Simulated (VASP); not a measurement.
# KTaO3 (P4/mmm) in VASP: single point with PBEsol

Aim: the single point of KTaO3 with PBEsol.

Everything below comes from runs of VASP 6.6.1. Logs are shortened: lines on timing, memory, paths and dates and some standing lists are left out, and cuts for length are marked.

**1. The cell of the first run**

Symmetry: P4/mmm, No. 123, tetragonal system. The conventional cell has a = 4.043 Å, b = 4.043 Å, c = 3.881 Å, α = 90.00°, β = 90.00°, γ = 90.00°. K (site symmetry 4/mmm) has 12 O at 2.80 to 2.86 Å and 8 Ta at 3.46 Å within 3.7 Å. Ta (site symmetry 4/mmm) has 6 O at 1.94 to 2.02 Å within 2.6 Å. O (site symmetry mmm) has 2 Ta at 2.02 Å and 4 K at 2.80 Å and 8 O at 2.80 to 2.86 Å within 2.9 Å. Within 2.6 Å of O (site symmetry 4/mmm) lie 2 Ta at 1.94 Å.

**2. Single point, PBEsol**

Contents of INCAR:

```
SYSTEM = KTaO3
PREC = Accurate
ENCUT = 520
EDIFF = 1E-7
ISMEAR = 0
SIGMA = 0.05
LREAL = .False.
LASPH = .True.
NELM = 60
ALGO = Normal
ISIF = 2
LWAVE = .False.
LCHARG = .True.
GGA = PS
LELF = .True.
LVHAR = .True.
NBANDS = 27
```

Contents of KPOINTS:

```
Automatic mesh
0
Gamma
  8 8 8
  0 0 0
```

Contents of POSCAR:

```
KTaO3
1.0
    4.0429410365      0.0000000000      0.0000000000
    0.0000000000      4.0429410365      0.0000000000
    0.0000000000      0.0000000000      3.8812233950
K Ta O
1 1 3
Direct
    0.5000000000      0.5000000000      0.5000000000
    0.0000000000      0.0000000000      0.0000000000
    0.5000000000      0.0000000000      0.0000000000
    0.0000000000      0.5000000000      0.0000000000
    0.0000000000      0.0000000000      0.5000000000
```

Potentials or basis: VASP PAW PBE potentials, release 64 (K_sv, Ta_pv, O).

Run with:

```sh
cat potpaw_PBE.64/K_sv/POTCAR potpaw_PBE.64/Ta_pv/POTCAR potpaw_PBE.64/O/POTCAR > POTCAR
mpirun -np 1 vasp_std > vasp.out
```

OUTCAR:

```text
SYSTEM = KTaO3
   PREC = Accurate
   ENCUT = 520
   EDIFF = 1E-7
   ISMEAR = 0
   LREAL = .False.
   LASPH = .True.
   NELM = 60
   ISIF = 2
   GGA = PS

 ion  position               nearest neighbor table
   1  0.500  0.500  0.500-   3 2.80   4 2.80   3 2.80   4 2.80   3 2.80   3 2.80   4 2.80   4 2.80
                             5 2.86   5 2.86   5 2.86   5 2.86   2 3.46   2 3.46   2 3.46   2 3.46
   2  0.000  0.000  0.000-   5 1.94   5 1.94   3 2.02   4 2.02   4 2.02   3 2.02   1 3.46   1 3.46
                             1 3.46   1 3.46   1 3.46   1 3.46   1 3.46   1 3.46
   3  0.500  0.000  0.000-   2 2.02   2 2.02   1 2.80   1 2.80   1 2.80   1 2.80
   4  0.000  0.500  0.000-   2 2.02   2 2.02   1 2.80   1 2.80   1 2.80   1 2.80
   5  0.000  0.000  0.500-   2 1.94   2 1.94   1 2.86   1 2.86   1 2.86   1 2.86

  LATTYP: Found a simple tetragonal cell.
 ALAT       =     4.0429410365
 C/A-ratio  =     0.9600000000

  Lattice vectors:

 A1 = (   4.0429410365,   0.0000000000,   0.0000000000)
 A2 = (   0.0000000000,   4.0429410365,   0.0000000000)
 A3 = (   0.0000000000,   0.0000000000,   3.8812233950)

Analysis of symmetry for initial positions (statically):
=====================================================================
 Subroutine PRICEL returns:
 Original cell was already a primitive cell.

 Routine SETGRP: Setting up the symmetry group for a
 simple tetragonal supercell.

 Subroutine GETGRP returns: Found 16 space group operations
 (whereof 16 operations were pure point group operations)
 out of a pool of 16 trial point group operations.

The static configuration has the point symmetry D_4h.

Analysis of symmetry for dynamics (positions and initial velocities):
=====================================================================
 Subroutine PRICEL returns:
 Original cell was already a primitive cell.

 Routine SETGRP: Setting up the symmetry group for a
 simple tetragonal supercell.

 Subroutine GETGRP returns: Found 16 space group operations
 (whereof 16 operations were pure point group operations)
 out of a pool of 16 trial point group operations.

The dynamic configuration has the point symmetry D_4h.

 Subroutine INISYM returns: Found 16 space group operations
 (whereof 16 operations are pure point group operations),
 and found     1 'primitive' translations

----------------------------------------------------------------------------------------

                                     Primitive cell

  volume of cell :      63.4400

  direct lattice vectors                    reciprocal lattice vectors
     4.042941037  0.000000000  0.000000000     0.247344691  0.000000000  0.000000000
     0.000000000  4.042941037  0.000000000     0.000000000  0.247344691  0.000000000
     0.000000000  0.000000000  3.881223395     0.000000000  0.000000000  0.257650719

  length of vectors
     4.042941037  4.042941037  3.881223395     0.247344691  0.247344691  0.257650719

  position of ions in fractional coordinates (direct lattice)
     0.500000000  0.500000000  0.500000000
     0.000000000  0.000000000  0.000000000
     0.500000000  0.000000000  0.000000000
     0.000000000  0.500000000  0.000000000
     0.000000000  0.000000000  0.500000000

  ion indices of the primitive-cell ions
   primitive index   ion index
                 1           1
                 2           2
                 3           3
                 4           4
                 5           5

----------------------------------------------------------------------------------------

 KPOINTS: Automatic mesh

Automatic generation of k-mesh.
 Grid dimensions read from file:
 generate k-points for:    8    8    8

 Generating k-lattice:

  Cartesian coordinates                     Fractional coordinates (reciprocal lattice)
     0.030918086  0.000000000  0.000000000     0.125000000  0.000000000  0.000000000
     0.000000000  0.030918086  0.000000000     0.000000000  0.125000000  0.000000000
     0.000000000  0.000000000  0.032206340     0.000000000  0.000000000  0.125000000

  Length of vectors
     0.030918086  0.030918086  0.032206340

  Shift w.r.t. Gamma in fractional coordinates (k-lattice)
     0.000000000  0.000000000  0.000000000

 Subroutine IBZKPT returns following result:
 ===========================================

 Found     75 irreducible k-points:

 Following reciprocal coordinates:
            Coordinates               Weight
  0.000000  0.000000  0.000000      1.000000
  0.125000  0.000000  0.000000      4.000000
  0.250000  0.000000  0.000000      4.000000
  0.375000  0.000000  0.000000      4.000000
  0.500000  0.000000  0.000000      2.000000
  0.125000  0.125000  0.000000      4.000000
[... 16 lines left out ...]
  0.375000  0.125000  0.125000     16.000000
  0.500000  0.125000  0.125000      8.000000
 [... further k-points ...]
   k-points           NKPTS =     75   k-points in BZ     NKDIM =     75   number of bands    NBANDS=     27
   number of dos      NEDOS =    301   number of ions     NIONS =      5
   total plane-waves  NPLWV =  27000
   dimension x,y,z NGX =    30 NGY =   30 NGZ =   30
   dimension x,y,z NGXF=    60 NGYF=   60 NGZF=   60
   ions per type =               1   1   3
   NGX,Y,Z   is equivalent  to a cutoff of  12.34, 12.34, 12.85 a.u.
   NGXF,Y,Z  is equivalent  to a cutoff of  24.67, 24.67, 25.70 a.u.
 SYSTEM =  KTaO3
   PREC   = accura    normal or accurate (medium, high low for compatibility)
   ISTART =      0    job   : 0-new  1-cont  2-samecut
   ICHARG =      2    charge: 1-file 2-atom 10-const
   ISPIN  =      1    spin polarized calculation?
   LNONCOLLINEAR =      F non collinear calculations
   LSORBIT =      F    spin-orbit coupling
   LASPH  =      T    aspherical Exc in radial PAW
   ENCUT  =  520.0 eV  38.22 Ry    6.18 a.u.   7.52  7.52  7.22*2*pi/ulx,y,z
   NELM   =     60;   NELMIN=  2; NELMDL= -5     # of ELM steps
   EDIFF  = 0.1E-06   stopping-criterion for ELM
   LREAL  =      F    real-space projection
   EDIFFG = 0.1E-05   stopping-criterion for IOM
   NSW    =      0    number of steps for IOM
   IBRION =     -1    ionic relax: 0-MD 1-quasi-New 2-CG
   NFREE  =      0    steps in history (QN), initial steepest desc. (CG)
   ISIF   =      2    stress and relaxation
   ISYM   =      2    0-nonsym 1-usesym 2-fastsym
   POTIM  = 0.5000    time-step for ionic-motion
   TEBEG  =    0.0;   TEEND  =   0.0 temperature during run
   PSTRESS=    0.0 pullay stress
   NELECT =      38.0000    total number of electrons
   NUPDOWN=      -1.0000    fix difference up-down
   EMIN   =  10.00;   EMAX   =-10.00  energy-range for DOS
   EFERMI =   0.00;   METHOD = LEGACY
   ISMEAR =     0;   SIGMA  =   0.05  broadening in eV -4-tet -1-fermi 0-gaus
   EFERMI_NEDOS =   21; number of points for ismear=-14 and -15
   IALGO  =     38    algorithm
   IMIX   =      4    mixing-type and parameters
     AMIX     =   0.40;   BMIX     =  1.00
     AMIX_MAG =   1.60;   BMIX_MAG =  1.00
  volume/ion in A,a.u.               =      12.69        85.62
  Fermi-wavevector in a.u.,A,eV,Ry     =   1.380008  2.607837 25.911228  1.904422
  Thomas-Fermi vector in A             =   2.504925
   LORBIT       =      0    0 simple, 1 ext, 2 COOP (PROOUT), +10 PAW based schemes
   GGA     = PS    functional components
   LHFCALC =     F    Hartree Fock is set to
   AEXX    =    0.0000 exact exchange contribution
   IVDW    =     0    specifies the selected vdW correction
   LEPSILON=     F    determine dielectric tensor
   LRPA    =     F    only Hartree local field effects (RPA)
 non-spin polarized calculation
 Gauss-broadening in eV      SIGMA  =   0.05
  energy-cutoff  :      520.00
  volume of cell :       63.44
 maximum number of plane-waves:      1734
   NGX = 15   NGY = 15   NGZ = 15

 number of electron      37.9999993 magnetization

 Free energy of the ion-electron system (eV)
  ---------------------------------------------------
  ext. energy  EPLUGINS =         0.00000000
  ---------------------------------------------------
  free energy    TOTEN  =       -42.83432543 eV

  energy without entropy =      -42.83432543  energy(sigma->0) =      -42.83432543

 E-fermi :   1.9536     XC(G=0): -11.1387

 val. band max:        1.6954839121   @ k =   0.5000   0.5000   0.5000
 cond. band min:       3.7053246513   @ k =   0.0000   0.0000   0.0000
 fundamental gap:      2.0098407391
 Fermi energy:         1.9536184745

 k-point     1 :       0.0000    0.0000    0.0000
  band No.  band energies     occupation
      1     -32.4568      2.00000
      2     -32.3779      2.00000
      3     -32.3779      2.00000
      4     -25.4499      2.00000
      5     -15.9663      2.00000
      6     -15.1685      2.00000
[... 19 lines left out ...]
     26       9.4775      0.00000
     27       9.6955      0.00000

 k-point     2 :       0.1250    0.0000    0.0000
  band No.  band energies     occupation
      1     -32.4564      2.00000
      2     -32.3892      2.00000
      3     -32.3775      2.00000
      4     -25.4459      2.00000
      5     -15.9529      2.00000
      6     -15.1256      2.00000
[... 19 lines left out ...]
     26       9.6730      0.00000
     27       9.9070      0.00000

 k-point     3 :       0.2500    0.0000    0.0000
  band No.  band energies     occupation
      1     -32.4554      2.00000
      2     -32.4164      2.00000
      3     -32.3764      2.00000
      4     -25.4362      2.00000
      5     -15.9392      2.00000
      6     -15.0816      2.00000
[... 594 lines left out ...]
      1     -32.4730      2.00000
      2     -32.4418      2.00000
      3     -32.3858      2.00000
      4     -25.4211      2.00000
      5     -15.7354      2.00000
      6     -14.9488      2.00000
[... 19 lines left out ...]
     26      11.0832      0.00000
     27      12.0441      0.00000

 k-point    24 :       0.5000    0.1250    0.1250
  band No.  band energies     occupation
      1     -32.4726      2.00000
      2     -32.4529      2.00000
      3     -32.3853      2.00000
      4     -25.4177      2.00000
      5     -15.7355      2.00000
      6     -14.9452      2.00000
[... 19 lines left out ...]
     26      11.2651      0.00000
     27      12.4168      0.00000

 [... further k-points ...]

------------------------ aborting loop because EDIFF is reached ----------------------------------------

  FORCE on cell =-STRESS in cart. coord.  units (eV):
  Direction    XX          YY          ZZ          XY          YZ          ZX
  --------------------------------------------------------------------------------------
  -------------------------------------------------------------------------------------
  Total       -1.7968689     -1.7968689      4.7210241      0.0000000      0.0000000      0.0000000
  in kB      -45.3798996    -45.3798996    119.2293970      0.0000000      0.0000000      0.0000000
  external PRESSURE =       9.4898659 kB  Pullay stress =       0.0000000 kB

 VOLUME and BASIS-vectors are now :
 -----------------------------------------------------------------------------
  energy-cutoff  :      520.00
  volume of cell :       63.44
      direct lattice vectors                 reciprocal lattice vectors
     4.042941037  0.000000000  0.000000000     0.247344691  0.000000000  0.000000000
     0.000000000  4.042941037  0.000000000     0.000000000  0.247344691  0.000000000
     0.000000000  0.000000000  3.881223395     0.000000000  0.000000000  0.257650719

 POSITION                                       TOTAL-FORCE (eV/Angst)
 -----------------------------------------------------------------------------------
      2.02147      2.02147      1.94061         0.000000      0.000000      0.000000
      0.00000      0.00000      0.00000         0.000000      0.000000      0.000000
      2.02147      0.00000      0.00000         0.000000      0.000000      0.000000
      0.00000      2.02147      0.00000         0.000000      0.000000      0.000000
      0.00000      0.00000      1.94061         0.000000      0.000000      0.000000
 -----------------------------------------------------------------------------------
    total drift:                                0.000000     -0.000000      0.000000

  FREE ENERGIE OF THE ION-ELECTRON SYSTEM (eV)
  ---------------------------------------------------
  free  energy   TOTEN  =       -42.8343254313 eV

  energy  without entropy=      -42.8343254313  energy(sigma->0) =      -42.83432543
```

It took 2.3 min on 1 thread of Intel Xeon 8259CL, shared host; peak memory 0.26 GiB.

Results:

```yaml
Free_energy: -42.8343 eV
Pressure: 0.9 GPa
Band_gap_on_the_k_mesh: 2.01 eV (least direct gap 2.62 eV)
```

Caveat: the PAW data sets were made with another functional, which shifts forces and pressure a little; spin-orbit coupling is left out, which moves the levels of the heavy elements.
